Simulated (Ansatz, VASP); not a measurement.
## One calculation of Ge, two programs

```xyz
2
Lattice="1.4881 -2.5947 0.0000 1.4881 2.5947 0.0000 0.0000 0.0000 4.7276" Properties=species:S:1:pos:R:3 pbc="T T T"
Ge    1.4454   -0.9605    0.9985
Ge    1.5224    0.9608    3.5025
```

Alike in both runs: task single point; functional LDA; k mesh 8 × 8 × 4; occupations fermi-dirac, width 0.1 eV; no spin polarisation.

|  | VASP | Ansatz |
| --- | --- | --- |
| version | VASP 6.6.1 | Ansatz 0.2.0 |
| potentials or method | VASP PAW LDA potentials, release 64 (Ge_d), cutoff 520 eV | plane waves, PAW |
| valence electrons in the cell | 28 | 28 |

VASP gave:

```
pressure (GPa)                                                : -0.3
traceless stress, the component that is largest in VASP (GPa) : 4.78
rms of the force components (eV/Å)                            : 0.283
```

What did Ansatz give for the same quantities?

Pressure (GPa): -0.3; traceless stress, the component that is largest in VASP (GPa): 4.74; rms of the force components (eV/Å): 0.276.

LDA's correlation is that of Perdew and Zunger in VASP and of Perdew and Wang (1992) in Ansatz. Atom by atom the forces differ by 0.007 eV/Å (rms over components). Ansatz's warnings: stress scf threshold loose.
